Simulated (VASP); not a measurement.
# Sb (P2_1/m) in VASP: notebook

Runs on Sb. Level: PBE. Tasks: single point.

Everything below comes from runs of VASP 6.6.1. Logs are shortened: lines on timing, memory, paths and dates and some standing lists are left out, and cuts for length are marked.

**1. The cell of the first run**

The structure is monoclinic, space group P2_1/m (No. 11). Conventional cell: a = 3.149 Å, b = 4.443 Å, c = 4.517 Å, α = 90.00°, β = 90.35°, γ = 90.00°. Within 4.0 Å of Sb (site symmetry m) lie 8 Sb at 3.01 to 3.97 Å.

**2. Single point, PBE (strained and its atoms moved)**

Input file INCAR:

```
SYSTEM = Sb
  PREC = Accurate
  ENCUT = 520
  EDIFF = 1E-7
  ISMEAR = 0
  SIGMA = 0.1
  LREAL = .False.
  LASPH = .True.
  NELM = 60
  ALGO = Normal
  ISIF = 2
  LWAVE = .False.
  LCHARG = .False.
  GGA = PE
  NBANDS = 12
```

Input file KPOINTS:

```
regular mesh
0
Gamma
  14 10 10
  0 0 0
```

Input file POSCAR:

```
Sb
1.0
    3.1493795533      0.0000000000      0.0041527947
    0.0000000000      4.4431199208      0.0000000000
   -0.0333914424      0.0000000000      4.5172682986
Sb
2
Direct
    0.9159146344      0.7500000000      0.7821621730
    0.0840853656      0.2500000000      0.2178378270
```

Potentials or basis: VASP PAW PBE potentials, release 64 (Sb).

Started as:

```bash
$ cat potpaw_PBE.64/Sb/POTCAR > POTCAR
$ mpirun -np 1 vasp_std > vasp.out
```

OUTCAR:

```text
SYSTEM = Sb
   PREC = Accurate
   ENCUT = 520
   EDIFF = 1E-7
   ISMEAR = 0
   LREAL = .False.
   LASPH = .True.
   NELM = 60
   ISIF = 2
   GGA = PE

 ion  position               nearest neighbor table
   1  0.916  0.750  0.782-   2 3.01   2 3.01   2 3.43   2 3.43
   2  0.084  0.250  0.218-   1 3.01   1 3.01   1 3.43   1 3.43

  LATTYP: Found a simple monoclinic cell.
 ALAT       =     3.1493822913
 B/A-ratio  =     1.4107909139
 C/A-ratio  =     1.4343738845
 COS(beta)  =    -0.0060731762

  Lattice vectors:

 A1 = (   3.1493795533,   0.0000000000,   0.0041527947)
 A2 = (   0.0000000000,   4.4431199208,   0.0000000000)
 A3 = (  -0.0333914424,   0.0000000000,   4.5172682986)

Analysis of symmetry for initial positions (statically):
=====================================================================
 Subroutine PRICEL returns:
 Original cell was already a primitive cell.

 Routine SETGRP: Setting up the symmetry group for a
 simple monoclinic supercell.

 Subroutine GETGRP returns: Found  4 space group operations
 (whereof  2 operations were pure point group operations)
 out of a pool of  4 trial point group operations.

The static configuration has the point symmetry S_2 .
 The point group associated with its full space group is C_2h.

Analysis of symmetry for dynamics (positions and initial velocities):
=====================================================================
 Subroutine PRICEL returns:
 Original cell was already a primitive cell.

 Routine SETGRP: Setting up the symmetry group for a
 simple monoclinic supercell.

 Subroutine GETGRP returns: Found  4 space group operations
 (whereof  2 operations were pure point group operations)
 out of a pool of  4 trial point group operations.

The dynamic configuration has the point symmetry S_2 .
 The point group associated with its full space group is C_2h.

 Subroutine INISYM returns: Found  4 space group operations
 (whereof  2 operations are pure point group operations),
 and found     1 'primitive' translations

----------------------------------------------------------------------------------------

                                     Primitive cell

  volume of cell :      63.2111

  direct lattice vectors                    reciprocal lattice vectors
     3.149379553  0.000000000  0.004152795     0.317519764  0.000000000  0.002347092
     0.000000000  4.443119921  0.000000000     0.000000000  0.225067074  0.000000000
    -0.033391442  0.000000000  4.517268299    -0.000291901  0.000000000  0.221370569

  length of vectors
     3.149382291  4.443119921  4.517391711     0.317528439  0.225067074  0.221370761

  position of ions in fractional coordinates (direct lattice)
     0.915914634  0.750000000  0.782162173
     0.084085366  0.250000000  0.217837827

  ion indices of the primitive-cell ions
   primitive index   ion index
                 1           1
                 2           2

----------------------------------------------------------------------------------------

 KPOINTS: regular mesh

Automatic generation of k-mesh.
 Grid dimensions read from file:
 generate k-points for:   14   10   10

 Generating k-lattice:

  Cartesian coordinates                     Fractional coordinates (reciprocal lattice)
     0.022679983  0.000000000  0.000167649     0.071428571  0.000000000 -0.000000000
     0.000000000  0.022506707  0.000000000     0.000000000  0.100000000  0.000000000
    -0.000029190  0.000000000  0.022137057     0.000000000  0.000000000  0.100000000

  Length of vectors
     0.022680603  0.022506707  0.022137076

  Shift w.r.t. Gamma in fractional coordinates (k-lattice)
     0.000000000  0.000000000  0.000000000

 Subroutine IBZKPT returns following result:
 ===========================================

 Found    432 irreducible k-points:

 Following reciprocal coordinates:
            Coordinates               Weight
  0.000000  0.000000  0.000000      1.000000
  0.071429  0.000000  0.000000      2.000000
  0.142857  0.000000  0.000000      2.000000
  0.214286  0.000000  0.000000      2.000000
  0.285714  0.000000  0.000000      2.000000
  0.357143  0.000000 -0.000000      2.000000
[... 16 lines left out ...]
  0.428571  0.200000  0.000000      4.000000
  0.500000  0.200000  0.000000      2.000000
 [... further k-points ...]
   k-points           NKPTS =    432   k-points in BZ     NKDIM =    432   number of bands    NBANDS=     12
   number of dos      NEDOS =    301   number of ions     NIONS =      2
   total plane-waves  NPLWV =  31104
   dimension x,y,z NGX =    24 NGY =   36 NGZ =   36
   dimension x,y,z NGXF=    48 NGYF=   72 NGZF=   72
   ions per type =               2
   NGX,Y,Z   is equivalent  to a cutoff of  12.67, 13.47, 13.25 a.u.
   NGXF,Y,Z  is equivalent  to a cutoff of  25.34, 26.94, 26.50 a.u.
 SYSTEM =  Sb
   PREC   = accura    normal or accurate (medium, high low for compatibility)
   ISTART =      0    job   : 0-new  1-cont  2-samecut
   ICHARG =      2    charge: 1-file 2-atom 10-const
   ISPIN  =      1    spin polarized calculation?
   LNONCOLLINEAR =      F non collinear calculations
   LSORBIT =      F    spin-orbit coupling
   LASPH  =      T    aspherical Exc in radial PAW
   ENCUT  =  520.0 eV  38.22 Ry    6.18 a.u.   5.86  8.26  8.40*2*pi/ulx,y,z
   NELM   =     60;   NELMIN=  2; NELMDL= -5     # of ELM steps
   EDIFF  = 0.1E-06   stopping-criterion for ELM
   LREAL  =      F    real-space projection
   EDIFFG = 0.1E-05   stopping-criterion for IOM
   NSW    =      0    number of steps for IOM
   IBRION =     -1    ionic relax: 0-MD 1-quasi-New 2-CG
   NFREE  =      0    steps in history (QN), initial steepest desc. (CG)
   ISIF   =      2    stress and relaxation
   ISYM   =      2    0-nonsym 1-usesym 2-fastsym
   POTIM  = 0.5000    time-step for ionic-motion
   TEBEG  =    0.0;   TEEND  =   0.0 temperature during run
   PSTRESS=    0.0 pullay stress
   NELECT =      10.0000    total number of electrons
   NUPDOWN=      -1.0000    fix difference up-down
   EMIN   =  10.00;   EMAX   =-10.00  energy-range for DOS
   EFERMI =   0.00;   METHOD = LEGACY
   ISMEAR =     0;   SIGMA  =   0.10  broadening in eV -4-tet -1-fermi 0-gaus
   EFERMI_NEDOS =   21; number of points for ismear=-14 and -15
   IALGO  =     38    algorithm
   IMIX   =      4    mixing-type and parameters
     AMIX     =   0.40;   BMIX     =  1.00
     AMIX_MAG =   1.60;   BMIX_MAG =  1.00
  volume/ion in A,a.u.               =      31.61       213.28
  Fermi-wavevector in a.u.,A,eV,Ry     =   0.885409  1.673180 10.666267  0.783949
  Thomas-Fermi vector in A             =   2.006438
   LORBIT       =      0    0 simple, 1 ext, 2 COOP (PROOUT), +10 PAW based schemes
   GGA     = PE    functional components
   LHFCALC =     F    Hartree Fock is set to
   AEXX    =    0.0000 exact exchange contribution
   IVDW    =     0    specifies the selected vdW correction
   LEPSILON=     F    determine dielectric tensor
   LRPA    =     F    only Hartree local field effects (RPA)
 non-spin polarized calculation
 Gauss-broadening in eV      SIGMA  =   0.10
  energy-cutoff  :      520.00
  volume of cell :       63.21
 maximum number of plane-waves:      1727
   NGX = 11   NGY = 17   NGZ = 17

 number of electron      10.0000000 magnetization

 Free energy of the ion-electron system (eV)
  ---------------------------------------------------
  ext. energy  EPLUGINS =         0.00000000
  ---------------------------------------------------
  free energy    TOTEN  =        -8.06556241 eV

  energy without entropy =       -8.05987220  energy(sigma->0) =       -8.06271731

 E-fermi :   6.4779     XC(G=0):  -9.3748

 val. band max:        6.4654759265   @ k =   0.1429   0.0000   0.5000
 cond. band min:       6.4826138073   @ k =   0.0000   0.4000   0.0000
 fundamental gap:      0.0171378807
 Fermi energy:         6.4778605860

 k-point     1 :       0.0000    0.0000    0.0000
  band No.  band energies     occupation
      1      -5.5887      2.00000
      2      -0.9994      2.00000
      3       3.1615      2.00000
      4       3.2695      2.00000
      5       8.0488      0.00000
      6       9.5342      0.00000
      7      10.0260      0.00000
      8      10.3445      0.00000
      9      11.4215      0.00000
     10      13.4254      0.00000
     11      13.7950      0.00000
     12      15.9552      0.00000

 k-point     2 :       0.0714    0.0000    0.0000
  band No.  band energies     occupation
      1      -5.5166      2.00000
      2      -0.9293      2.00000
      3       3.2306      2.00000
      4       3.3388      2.00000
      5       8.1127      0.00000
      6       8.8612      0.00000
      7       9.5944      0.00000
      8      10.3877      0.00000
      9      11.8035      0.00000
     10      13.4842      0.00000
     11      13.8267      0.00000
     12      15.8897      0.00000

 k-point     3 :       0.1429    0.0000    0.0000
  band No.  band energies     occupation
      1      -5.3021      2.00000
      2      -0.7216      2.00000
      3       3.4335      2.00000
      4       3.5421      2.00000
      5       7.1068      0.00000
      6       8.3165      0.00000
      7       9.7646      0.00000
      8      10.5463      0.00000
      9      10.9779      0.00000
     10      13.6594      0.00000
     11      14.0269      0.00000
     12      16.2283      0.00000
[... 286 lines left out ...]
 k-point    23 :       0.4286    0.2000    0.0000
  band No.  band energies     occupation
      1      -3.1541      2.00000
      2       0.1397      2.00000
      3       1.9868      2.00000
      4       4.6668      2.00000
      5       5.4551      2.00000
      6       5.6622      2.00000
      7       9.4560      0.00000
      8       9.6419      0.00000
      9      11.7246      0.00000
     10      12.0311      0.00000
     11      12.4559      0.00000
     12      14.9309      0.00000

 k-point    24 :       0.5000    0.2000    0.0000
  band No.  band energies     occupation
      1      -2.9217      2.00000
      2       0.1895      2.00000
      3       1.8227      2.00000
      4       4.2588      2.00000
      5       5.6136      2.00000
      6       5.7949      2.00000
      7       9.4931      0.00000
      8       9.5845      0.00000
      9      11.7321      0.00000
     10      11.9288      0.00000
     11      12.6284      0.00000
     12      14.6308      0.00000

 [... further k-points ...]

------------------------ aborting loop because EDIFF is reached ----------------------------------------

  FORCE on cell =-STRESS in cart. coord.  units (eV):
  Direction    XX          YY          ZZ          XY          YZ          ZX
  --------------------------------------------------------------------------------------
  -------------------------------------------------------------------------------------
  Total        0.1361194     -0.9111346     -0.7551293      0.0000000      0.0000000     -0.1875509
  in kB        3.4501453    -23.0940415    -19.1398606      0.0000000      0.0000000     -4.7537524
  external PRESSURE =     -12.9279189 kB  Pullay stress =       0.0000000 kB

 VOLUME and BASIS-vectors are now :
 -----------------------------------------------------------------------------
  energy-cutoff  :      520.00
  volume of cell :       63.21
      direct lattice vectors                 reciprocal lattice vectors
     3.149379553  0.000000000  0.004152795     0.317519764  0.000000000  0.002347092
     0.000000000  4.443119921  0.000000000     0.000000000  0.225067074  0.000000000
    -0.033391442  0.000000000  4.517268299    -0.000291901  0.000000000  0.221370569

 POSITION                                       TOTAL-FORCE (eV/Angst)
 -----------------------------------------------------------------------------------
      2.85845      3.33234      3.53704         0.309448      0.000000     -0.128635
      0.25754      1.11078      0.98438        -0.309448     -0.000000      0.128635
 -----------------------------------------------------------------------------------
    total drift:                                0.000000      0.000000      0.000000

  FREE ENERGIE OF THE ION-ELECTRON SYSTEM (eV)
  ---------------------------------------------------
  free  energy   TOTEN  =        -8.0655624088 eV

  energy  without entropy=       -8.0598722046  energy(sigma->0) =       -8.06271731
```

Run time: 77 s. Hardware: 1 thread of Intel Xeon 6975P-C (Granite Rapids), shared host; peak memory 0.4 GiB.

Results:

```yaml
Free_energy: -8.0656 eV
Pressure: -1.3 GPa
Largest_force: 0.335 eV/Å
Band_gap_on_the_k_mesh: zero (bands 5 and 6 overlap by 7.61 eV)
```

Forces on the atoms (eV/Å):
```
Sb   0.309  0.000 -0.129
Sb  -0.309  0.000  0.129
```

Stress tensor (GPa, compression positive):
```
 0.35  0.00 -0.48
 0.00 -2.31  0.00
-0.48  0.00 -1.91
```

Caveat: the cell differs from its parent crystal (strained and its atoms moved); spin-orbit coupling is left out, which moves the levels of the heavy elements.

**3. Single point, PBE (strained and its atoms moved)**

Input file INCAR:

```
SYSTEM = Sb
PREC = Accurate
ENCUT = 520
EDIFF = 1E-6
ISMEAR = 0
SIGMA = 0.1
LREAL = .FALSE.
LASPH = .TRUE.
NELM = 80
ALGO = Normal
ISIF = 2
LWAVE = .FALSE.
LCHARG = .FALSE.
GGA = PE
NBANDS = 12
```

Input file KPOINTS:

```
Automatic mesh
0
G
  14 10 10
  0 0 0
```

Input file POSCAR:

```
Sb
1.0
    3.1411988600      0.0000000000     -0.1628020403
    0.0000000000      4.7598366071      0.0000000000
   -0.2688703916      0.0000000000      4.4240505049
Sb
2
Direct
    0.9653613085      0.7500000000      0.7884805533
    0.0346386915      0.2500000000      0.2115194467
```

Potentials or basis: VASP PAW PBE potentials, release 64 (Sb).

Started as:

```bash
$ cat potpaw_PBE.64/Sb/POTCAR > POTCAR
$ mpirun -np 1 vasp_std > vasp.out
```

Wall time 68 s (1 thread of Intel Xeon 6975P-C (Granite Rapids), shared host); peak memory 0.41 GiB.

Results (log left out):

```yaml
Free_energy: -8.0456 eV
Pressure: -2.5 GPa
Largest_force: 0.104 eV/Å
Band_gap_on_the_k_mesh: zero (bands 5 and 6 overlap by 6.81 eV)
```

Forces in eV/Å, atoms in the order of the input:
```
Sb   0.071  0.000 -0.076
Sb  -0.071  0.000  0.076
```

Stress tensor (GPa, compression positive):
```
-0.54  0.00  0.48
 0.00 -4.80  0.00
 0.48  0.00 -2.01
```

Levels at points of the mesh, in eV from the Fermi level:
```csv
k point,band 2,band 3,band 4,band 5,band 6,band 7,band 8,band 9
"(0.00, 0.00, 0.00)",-7.63,-3.68,-2.55,1.35,3.10,3.55,3.88,6.26
"(0.50, 0.00, 0.00)",-5.39,-4.73,-1.84,-1.78,-0.50,3.05,4.08,5.17
"(0.00, 0.50, 0.00)",-10.32,-1.50,-1.50,0.05,0.05,4.83,4.83,6.65
"(0.50, 0.50, 0.00)",-7.96,-3.71,-3.71,0.23,0.23,2.29,2.29,5.91
"(0.00, 0.00, 0.50)",-9.33,-2.47,-1.70,-1.00,-0.38,4.07,5.75,8.16
"(0.50, 0.00, 0.50)",-6.84,-4.10,-2.92,-0.72,0.70,1.06,1.75,4.92
"(0.00, 0.50, 0.50)",-9.81,-4.78,-4.78,4.23,4.23,5.01,5.01,8.28
"(0.50, 0.50, 0.50)",-7.47,-3.45,-3.45,-2.52,-2.52,2.57,2.57,6.20
```

Caveat: the cell differs from its parent crystal (strained and its atoms moved); spin-orbit coupling is left out, which moves the levels of the heavy elements.

**4. Single point, PBE (strained)**

Input file INCAR:

```
PREC     = Accurate       # precision mode
ENCUT    = 520            # plane-wave cutoff, eV
EDIFF    = 1E-6           # SCF threshold, eV
ISMEAR   = 0              # smearing method
SIGMA    = 0.1            # smearing width, eV
LREAL    = False          # projectors in reciprocal space
LASPH    = True           # aspherical terms in the spheres
NELM     = 80             # most SCF steps
ALGO     = Normal         # electronic algorithm
ISIF     = 2              # what is computed and relaxed
LWAVE    = False          # write WAVECAR
LCHARG   = False          # write CHGCAR
GGA      = PE             # functional
NBANDS   = 12             # bands
```

Input file KPOINTS:

```
Automatic mesh
0
Gamma
  14 10 10
```

Input file POSCAR:

```
Sb
1.0
    3.3272940192      0.0000000000      0.1873441200
    0.0000000000      4.4563798507      0.0000000000
    0.2228825177      0.0000000000      4.5727018168
Sb
2
Direct
    0.9899580174      0.7500000000      0.7724266550
    0.0100419826      0.2500000000      0.2275733450
```

Started as:

```bash
$ cat potpaw_PBE.64/Sb/POTCAR > POTCAR
$ mpirun -np 1 vasp_std > vasp.out
```

Run time: 97 s. Hardware: 1 thread of Intel Xeon 6975P-C (Granite Rapids), shared host; peak memory 0.41 GiB.

It converged, with:

```yaml
Free_energy: -8.0272 eV
Pressure: -4.1 GPa
Largest_force: 0.217 eV/Å
Band_gap_on_the_k_mesh: zero (bands 5 and 6 overlap by 6.42 eV)
```

Forces on the atoms (eV/Å):
```
Sb   0.082  0.000  0.201
Sb  -0.082  0.000 -0.201
```

Stress tensor (GPa, compression positive):
```
-5.97  0.00 -1.25
 0.00 -3.28  0.00
-1.25  0.00 -3.19
```

Levels at points of the mesh, in eV from the Fermi level:
```tsv
k point	band 3	band 4	band 5	band 6	band 7	band 8
(0.00, 0.00, 0.00)	-2.99	-2.89	2.10	2.40	3.31	3.88
(0.50, 0.00, 0.00)	-4.65	-1.90	-1.48	-0.66	3.91	4.50
(0.00, 0.50, 0.00)	-1.29	-1.29	-0.30	-0.30	3.74	3.74
(0.50, 0.50, 0.00)	-3.16	-3.16	0.09	0.09	1.22	1.22
(0.00, 0.00, 0.50)	-1.46	-0.68	-0.34	-0.22	3.28	3.86
(0.50, 0.00, 0.50)	-3.49	-2.80	-0.08	1.06	1.21	1.29
(0.00, 0.50, 0.50)	-4.75	-4.75	3.87	3.87	5.14	5.14
(0.50, 0.50, 0.50)	-3.42	-3.42	-2.55	-2.55	2.67	2.67
```

Caveat: the cell differs from its parent crystal (strained); the cell stands under tension; spin-orbit coupling is left out, which moves the levels of the heavy elements.

**5. Summary**

| cell | gap on the mesh (eV) | pressure (GPa) | largest force (eV/Å) |
| --- | --- | --- | --- |
| a = 3.149, b = 4.443, c = 4.517 Å, angles 90.0, 90.3, 90.0°, 2 atoms, atomic positions A | none | -1.3 | 0.34 |
| a = 3.145, b = 4.760, c = 4.432 Å, angles 90.0, 96.4, 90.0°, 2 atoms, atomic positions B | none | -2.5 | 0.10 |
| a = 3.333, b = 4.456, c = 4.578 Å, angles 90.0, 84.0, 90.0°, 2 atoms, atomic positions C | none | -4.1 | 0.22 |

Alike in all rows: task single point; level PBE; potentials or basis VASP PAW PBE potentials, release 64 (Sb); no spin polarisation; k mesh 14 × 10 × 10; cutoff (eV) 520; smearing gaussian 0.1 eV.

Caveats: spin-orbit coupling is left out, which moves the levels of the heavy elements; the cell stands under tension (at least some runs).

Absolute energies hang on the potentials; compare differences alone.
